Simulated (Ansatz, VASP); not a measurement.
## One calculation of MgZn4O, two programs

```
Mg Zn O
1.0
     2.46833    1.42509    3.85614
    -2.46833    1.42509    3.85614
     0.00000   -2.85018    3.85614
Mg Zn O
1 4 1
Direct
  0.99801 0.99801 0.99801
  0.37753 0.37753 0.87205
  0.87205 0.37753 0.37753
  0.37753 0.87205 0.37753
  0.74529 0.74529 0.74529
  0.37960 0.37960 0.37960
```

Change from the starting cell: species swapped into the TmBeCu4 type (R3m, No. 160).

Alike in both runs: task relaxation of cell and atoms; functional PBE; k mesh 4 × 4 × 4; occupations gaussian, width 0.2 eV; no spin polarisation.

|  | VASP | Ansatz |
| --- | --- | --- |
| version | VASP 6.6.1 | Ansatz 0.2.0 |
| potentials or method | VASP PAW PBE potentials, release 64 (Mg, Zn, O), cutoff 600 eV | scalar-relativistic, plane waves, PAW |
| valence electrons in the cell | 56 | 64 |

VASP gave:

```
gap on the k mesh at the Fermi level, each at its own relaxed structure (eV) : none
relaxed volume (Å³/atom)                                                     : 14.39
relaxed cell length with the largest relative difference (Å)                 : 4.709
```

Task: What did Ansatz give for the same quantities?

Result: gap on the k mesh at the Fermi level, each at its own relaxed structure (eV): none; relaxed volume (Å³/atom): 14.30; relaxed cell length with the largest relative difference (Å): 4.706.

A gap of «none» marks a metal or a gap that the smearing closes. VASP's potentials hold 56 valence electrons a cell and Ansatz's 64, so a difference there can come from the potentials and not from the codes.

The k mesh is coarse, so the values compare programs but aren't converged.
